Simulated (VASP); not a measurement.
# In (I4/mmm) in VASP: notebook

The runs below take In through single point, relaxation of shape and atoms at fixed volume, with PBE.

All numbers are computed with VASP 6.6.1; they aren't measurements. Logs are shortened: lines on timing, memory, paths and dates and some standing lists are left out, and cuts for length are marked.

## 1. The cell of the first run

It takes space group I4/mmm (No. 139, tetragonal). The conventional cell has a = 3.500 Å, b = 3.500 Å, c = 4.939 Å, α = 90.00°, β = 90.00°, γ = 90.00°. In (site symmetry 4/mmm) has 12 In at 3.50 Å within 4.6 Å.

## 2. Single point, PBE (30.24 Å³/atom)

Contents of INCAR:

```
PREC     = Accurate       # precision mode
ENCUT    = 520            # plane-wave cutoff, eV
EDIFF    = 1E-6           # SCF threshold, eV
ISMEAR   = 0              # smearing method
SIGMA    = 0.1            # smearing width, eV
LREAL    = False          # projectors in reciprocal space
LASPH    = True           # aspherical terms in the spheres
NELM     = 100            # most SCF steps
ALGO     = Fast           # electronic algorithm
ISIF     = 2              # what is computed and relaxed
LWAVE    = False          # write WAVECAR
LCHARG   = False          # write CHGCAR
GGA      = PE             # functional
NBANDS   = 12             # bands
```

Contents of KPOINTS:

```
Automatic mesh
0
Gamma
  18 18 18
```

Contents of POSCAR:

```
In
1.0
   -1.7498151603      1.7498151603      2.4694725260
    1.7498151603     -1.7498151603      2.4694725260
    1.7498151603      1.7498151603     -2.4694725260
In
1
Direct
    0.0000000000      0.0000000000      0.0000000000
```

Potentials or basis: VASP PAW PBE potentials, release 64 (In_d).

Started as:

```sh
$ cat potpaw_PBE.64/In_d/POTCAR > POTCAR
$ mpirun -np 1 vasp_std > vasp.out
```

OUTCAR:

```text
PREC = Accurate
   ENCUT = 520
   EDIFF = 1E-6
   ISMEAR = 0
   LREAL = False
   LASPH = True
   NELM = 100
   ISIF = 2
   GGA = PE

 ion  position               nearest neighbor table
   1  0.000  0.000  0.000-

  LATTYP: Found a body centered tetragonal cell.
 ALAT       =     3.4996303206
 C/A-ratio  =     1.4112762205

  Lattice vectors:

 A1 = (  -1.7498151603,   1.7498151603,   2.4694725260)
 A2 = (   1.7498151603,  -1.7498151603,   2.4694725260)
 A3 = (   1.7498151603,   1.7498151603,  -2.4694725260)

Analysis of symmetry for initial positions (statically):
=====================================================================
 Subroutine PRICEL returns:
 Original cell was already a primitive cell.

 Routine SETGRP: Setting up the symmetry group for a
 body centered tetragonal supercell.

 Subroutine GETGRP returns: Found 16 space group operations
 (whereof 16 operations were pure point group operations)
 out of a pool of 16 trial point group operations.

The static configuration has the point symmetry D_4h.

Analysis of symmetry for dynamics (positions and initial velocities):
=====================================================================
 Subroutine PRICEL returns:
 Original cell was already a primitive cell.

 Routine SETGRP: Setting up the symmetry group for a
 body centered tetragonal supercell.

 Subroutine GETGRP returns: Found 16 space group operations
 (whereof 16 operations were pure point group operations)
 out of a pool of 16 trial point group operations.

The dynamic configuration has the point symmetry D_4h.

 Subroutine INISYM returns: Found 16 space group operations
 (whereof 16 operations are pure point group operations),
 and found     1 'primitive' translations

----------------------------------------------------------------------------------------

                                     Primitive cell

  volume of cell :      30.2446

  direct lattice vectors                    reciprocal lattice vectors
    -1.749815160  1.749815160  2.469472526     0.000000000  0.285744467  0.202472388
     1.749815160 -1.749815160  2.469472526     0.285744467  0.000000000  0.202472388
     1.749815160  1.749815160 -2.469472526     0.285744467  0.285744467  0.000000000

  length of vectors
     3.495997819  3.495997819  3.495997819     0.350207036  0.350207036  0.404103700

  position of ions in fractional coordinates (direct lattice)
     0.000000000  0.000000000  0.000000000

  ion indices of the primitive-cell ions
   primitive index   ion index
                 1           1

----------------------------------------------------------------------------------------

 KPOINTS: Automatic mesh

Automatic generation of k-mesh.
 Grid dimensions read from file:
 generate k-points for:   18   18   18

 Generating k-lattice:

  Cartesian coordinates                     Fractional coordinates (reciprocal lattice)
     0.000000000  0.015874693  0.011248466     0.055555556  0.000000000  0.000000000
     0.015874693  0.000000000  0.011248466     0.000000000  0.055555556  0.000000000
     0.015874693  0.015874693  0.000000000     0.000000000  0.000000000  0.055555556

  Length of vectors
     0.019455946  0.019455946  0.022450206

  Shift w.r.t. Gamma in fractional coordinates (k-lattice)
     0.000000000  0.000000000  0.000000000

 Subroutine IBZKPT returns following result:
 ===========================================

 Found    480 irreducible k-points:

 Following reciprocal coordinates:
            Coordinates               Weight
  0.000000  0.000000  0.000000      1.000000
  0.055556 -0.000000  0.000000      8.000000
  0.111111 -0.000000  0.000000      8.000000
  0.166667 -0.000000  0.000000      8.000000
  0.222222 -0.000000  0.000000      8.000000
  0.277778 -0.000000  0.000000      8.000000
[... 16 lines left out ...]
 -0.277778  0.055556 -0.000000     16.000000
 -0.222222  0.055556 -0.000000     16.000000
 [... further k-points ...]
   k-points           NKPTS =    480   k-points in BZ     NKDIM =    480   number of bands    NBANDS=     12
   number of dos      NEDOS =    301   number of ions     NIONS =      1
   total plane-waves  NPLWV =  21952
   dimension x,y,z NGX =    28 NGY =   28 NGZ =   28
   dimension x,y,z NGXF=    56 NGYF=   56 NGZF=   56
   ions per type =               1
   NGX,Y,Z   is equivalent  to a cutoff of  13.31, 13.31, 13.31 a.u.
   NGXF,Y,Z  is equivalent  to a cutoff of  26.63, 26.63, 26.63 a.u.
 SYSTEM =  unknown system
   PREC   = accura    normal or accurate (medium, high low for compatibility)
   ISTART =      0    job   : 0-new  1-cont  2-samecut
   ICHARG =      2    charge: 1-file 2-atom 10-const
   ISPIN  =      1    spin polarized calculation?
   LNONCOLLINEAR =      F non collinear calculations
   LSORBIT =      F    spin-orbit coupling
   LASPH  =      T    aspherical Exc in radial PAW
   ENCUT  =  520.0 eV  38.22 Ry    6.18 a.u.   6.50  6.50  6.50*2*pi/ulx,y,z
   NELM   =    100;   NELMIN=  2; NELMDL= -5     # of ELM steps
   EDIFF  = 0.1E-05   stopping-criterion for ELM
   LREAL  =      F    real-space projection
   EDIFFG = 0.1E-04   stopping-criterion for IOM
   NSW    =      0    number of steps for IOM
   IBRION =     -1    ionic relax: 0-MD 1-quasi-New 2-CG
   NFREE  =      0    steps in history (QN), initial steepest desc. (CG)
   ISIF   =      2    stress and relaxation
   ISYM   =      2    0-nonsym 1-usesym 2-fastsym
   POTIM  = 0.5000    time-step for ionic-motion
   TEBEG  =    0.0;   TEEND  =   0.0 temperature during run
   PSTRESS=    0.0 pullay stress
   NELECT =      13.0000    total number of electrons
   NUPDOWN=      -1.0000    fix difference up-down
   EMIN   =  10.00;   EMAX   =-10.00  energy-range for DOS
   EFERMI =   0.00;   METHOD = LEGACY
   ISMEAR =     0;   SIGMA  =   0.10  broadening in eV -4-tet -1-fermi 0-gaus
   EFERMI_NEDOS =   21; number of points for ismear=-14 and -15
   IALGO  =     68    algorithm
   IMIX   =      4    mixing-type and parameters
     AMIX     =   0.40;   BMIX     =  1.00
     AMIX_MAG =   1.60;   BMIX_MAG =  1.00
  volume/ion in A,a.u.               =      30.24       204.10
  Fermi-wavevector in a.u.,A,eV,Ry     =   1.235492  2.334740 20.768467  1.526439
  Thomas-Fermi vector in A             =   2.370139
   LORBIT       =      0    0 simple, 1 ext, 2 COOP (PROOUT), +10 PAW based schemes
   GGA     = PE    functional components
   LHFCALC =     F    Hartree Fock is set to
   AEXX    =    0.0000 exact exchange contribution
   IVDW    =     0    specifies the selected vdW correction
   LEPSILON=     F    determine dielectric tensor
   LRPA    =     F    only Hartree local field effects (RPA)
 non-spin polarized calculation
 RMM-DIIS sequential band-by-band and
 Gauss-broadening in eV      SIGMA  =   0.10
  energy-cutoff  :      520.00
  volume of cell :       30.24
 maximum number of plane-waves:       869
 NGX is ok and might be reduce to    28
   NGX = 13   NGY = 13   NGZ = 13

 number of electron      13.0000006 magnetization

 Free energy of the ion-electron system (eV)
  ---------------------------------------------------
  ext. energy  EPLUGINS =         0.00000000
  ---------------------------------------------------
  free energy    TOTEN  =        -2.53716045 eV

  energy without entropy =       -2.53474745  energy(sigma->0) =       -2.53595395

 E-fermi :   5.9834     XC(G=0):  -9.5838

 val. band max:        5.9770481550   @ k =  -0.3889   0.3889   0.2778
 cond. band min:       6.0307164265   @ k =  -0.3889  -0.3889   0.1111
 fundamental gap:      0.0536682715
 Fermi energy:         5.9834443540

 k-point     1 :       0.0000    0.0000    0.0000
  band No.  band energies     occupation
      1      -8.5317      2.00000
      2      -8.5317      2.00000
      3      -8.5299      2.00000
      4      -8.4185      2.00000
      5      -8.4165      2.00000
      6      -2.6198      2.00000
      7      15.2846      0.00000
      8      15.2887      0.00000
      9      15.2887      0.00000
     10      17.1787      0.00000
     11      18.8325      0.00000
     12      18.8373      0.00000

 k-point     2 :       0.0556   -0.0000    0.0000
  band No.  band energies     occupation
      1      -8.5314      2.00000
      2      -8.5280      2.00000
      3      -8.5266      2.00000
      4      -8.4189      2.00000
      5      -8.4168      2.00000
      6      -2.5597      2.00000
      7      14.5285      0.00000
      8      15.1816      0.00000
      9      15.1823      0.00000
     10      16.9215      0.00000
     11      19.0148      0.00000
     12      19.0176      0.00000

 k-point     3 :       0.1111   -0.0000    0.0000
  band No.  band energies     occupation
      1      -8.5324      2.00000
      2      -8.5184      2.00000
      3      -8.5172      2.00000
      4      -8.4187      2.00000
      5      -8.4169      2.00000
      6      -2.3789      2.00000
      7      12.9641      0.00000
      8      14.9183      0.00000
      9      14.9224      0.00000
     10      16.7277      0.00000
     11      19.4873      0.00000
     12      19.4985      0.00000
[... 286 lines left out ...]
 k-point    23 :      -0.2778    0.0556   -0.0000
  band No.  band energies     occupation
      1      -8.5442      2.00000
      2      -8.5019      2.00000
      3      -8.4954      2.00000
      4      -8.4027      2.00000
      5      -8.3722      2.00000
      6      -1.2446      2.00000
      7       8.5374      0.00000
      8      13.3823      0.00000
      9      14.0869      0.00000
     10      16.5181      0.00000
     11      18.1015      0.00000
     12      19.7290      0.00000

 k-point    24 :      -0.2222    0.0556   -0.0000
  band No.  band energies     occupation
      1      -8.5417      2.00000
      2      -8.4997      2.00000
      3      -8.4953      2.00000
      4      -8.4211      2.00000
      5      -8.3925      2.00000
      6      -1.7526      2.00000
      7      10.1671      0.00000
      8      13.6559      0.00000
      9      14.4235      0.00000
     10      16.7341      0.00000
     11      18.3859      0.00000
     12      19.7025      0.00000

 [... further k-points ...]

------------------------ aborting loop because EDIFF is reached ----------------------------------------

  FORCE on cell =-STRESS in cart. coord.  units (eV):
  Direction    XX          YY          ZZ          XY          YZ          ZX
  --------------------------------------------------------------------------------------
  -------------------------------------------------------------------------------------
  Total       -0.5200425     -0.5200425     -0.5141419      0.0000000      0.0000000      0.0000000
  in kB      -27.5486874    -27.5486874    -27.2361083      0.0000000      0.0000000      0.0000000
  external PRESSURE =     -27.4444944 kB  Pullay stress =       0.0000000 kB

 VOLUME and BASIS-vectors are now :
 -----------------------------------------------------------------------------
  energy-cutoff  :      520.00
  volume of cell :       30.24
      direct lattice vectors                 reciprocal lattice vectors
    -1.749815160  1.749815160  2.469472526     0.000000000  0.285744467  0.202472388
     1.749815160 -1.749815160  2.469472526     0.285744467  0.000000000  0.202472388
     1.749815160  1.749815160 -2.469472526     0.285744467  0.285744467  0.000000000

 POSITION                                       TOTAL-FORCE (eV/Angst)
 -----------------------------------------------------------------------------------
      0.00000      0.00000      0.00000         0.000000      0.000000      0.000000
 -----------------------------------------------------------------------------------
    total drift:                                0.000000      0.000000      0.000000

  FREE ENERGIE OF THE ION-ELECTRON SYSTEM (eV)
  ---------------------------------------------------
  free  energy   TOTEN  =        -2.5371604451 eV

  energy  without entropy=       -2.5347474479  energy(sigma->0) =       -2.53595395
```

Wall time 1.8 min (1 thread of AMD EPYC 9R45 (Zen 5), shared host); peak memory 0.26 GiB.

Results:

```
Free energy            : -2.5372 eV
Pressure               : -2.7 GPa
Band gap on the k mesh : zero (an odd number of electrons rules out a gap without spin polarisation)
```

Caveat: spin-orbit coupling is left out, which moves the levels of the heavy elements.

## 3. Relaxation of shape and atoms at fixed volume, PBE (24.20 Å³/atom)

This run uses another cell than the first one, of 24.20 Å³/atom.

Contents of INCAR:

```
SYSTEM = In
PREC = Accurate ; ENCUT = 600
EDIFF = 1E-6 ; ISMEAR = 0
SIGMA = 0.1 ; LREAL = .FALSE.
LASPH = .TRUE. ; NELM = 60
ALGO = Fast ; ISIF = 4
LWAVE = .FALSE. ; LCHARG = .FALSE.
GGA = PE ; IBRION = 2
NSW = 50 ; EDIFFG = -0.01
```

Contents of KPOINTS:

```
regular mesh
0
G
  18 18 18
  0 0 0
```

Contents of POSCAR:

```
In
1.0
   -1.6243845017      1.6243845017      2.2924552203
    1.6243845017     -1.6243845017      2.2924552203
    1.6243845017      1.6243845017     -2.2924552203
In
1
Direct
    0.0000000000      0.0000000000      0.0000000000
```

Potentials or basis: VASP PAW PBE potentials, release 64 (In_d).

Started as:

```sh
$ cat potpaw_PBE.64/In_d/POTCAR > POTCAR
$ mpirun -np 1 vasp_std > vasp.out
```

Run time: 91 s. Hardware: 1 thread of AMD EPYC 9R45 (Zen 5), shared host; peak memory 0.25 GiB.

The run converged. Its results:

| Property | Result |
| --- | --- |
| Free energy | -2.5041 eV |
| Pressure after relaxing | 6.4 GPa |
| Band gap on the k mesh | zero (an odd number of electrons rules out a gap without spin polarisation) |

Final structure:
```
In
1.0
    -1.62438    1.62438    2.29246
     1.62438   -1.62438    2.29246
     1.62438    1.62438   -2.29246
In
1
Cartesian
  0.0000 0.0000 0.0000
```

Levels at points of the mesh, in eV from the Fermi level:
| k point | band 2 | band 3 | band 4 | band 5 | band 6 | band 7 | band 8 | band 9 | band 10 |
| --- | --- | --- | --- | --- | --- | --- | --- | --- | --- |
| (0.00, 0.00, 0.00) | -14.79 | -14.78 | -14.58 | -14.57 | -10.16 | 11.23 | 11.24 | 11.24 | 11.61 |
| (0.50, 0.00, 0.00) | -14.78 | -14.77 | -14.39 | -14.38 | -4.41 | -3.79 | 8.90 | 8.94 | 10.93 |
| (0.50, 0.50, 0.00) | -14.95 | -14.40 | -14.34 | -14.33 | -2.54 | -1.99 | 4.16 | 4.17 | 7.79 |
| (0.50, 0.50, 0.50) | -14.95 | -14.40 | -14.34 | -14.34 | -2.52 | -1.95 | 4.13 | 4.13 | 7.75 |

Caveat: spin-orbit coupling is left out, which moves the levels of the heavy elements.

The gap in the log of VASP goes by the Fermi energy; the results here count the filled bands.